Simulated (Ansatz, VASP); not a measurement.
# MgS: VASP beside Ansatz

```
Mg S
1.0
     0.00000    2.59116    2.59116
     2.59116    0.00000    2.59116
     2.59116    2.59116    0.00000
Mg S
1 1
Direct
  0.00000 0.00000 0.00000
  0.50000 0.50000 0.50000
```

Alike in both runs: task single point; functional PBEsol; k mesh 6 × 6 × 6; no spin polarisation.

```csv
,VASP,Ansatz
version,VASP 6.6.1,Ansatz 0.2.0
potentials or method,"VASP PAW PBE potentials, release 64 (Mg, S), cutoff 520 eV","scalar-relativistic, plane waves, PAW"
occupations,"gaussian, width 0.01 eV",fixed
valence electrons in the cell,8,16
```

|  | VASP | Ansatz | Ansatz less VASP |
| --- | --- | --- | --- |
| gap on the k mesh at the Fermi level (eV) | 2.73 | 2.73 | -0.001 |
| least direct gap on the mesh (eV) | 3.69 | 3.69 | +0.001 |

VASP's potentials were made for PBE, not for PBEsol, and Ansatz warns of the same on its side. VASP's potentials hold 8 valence electrons a cell and Ansatz's 16, so a difference there can come from the potentials and not from the codes.
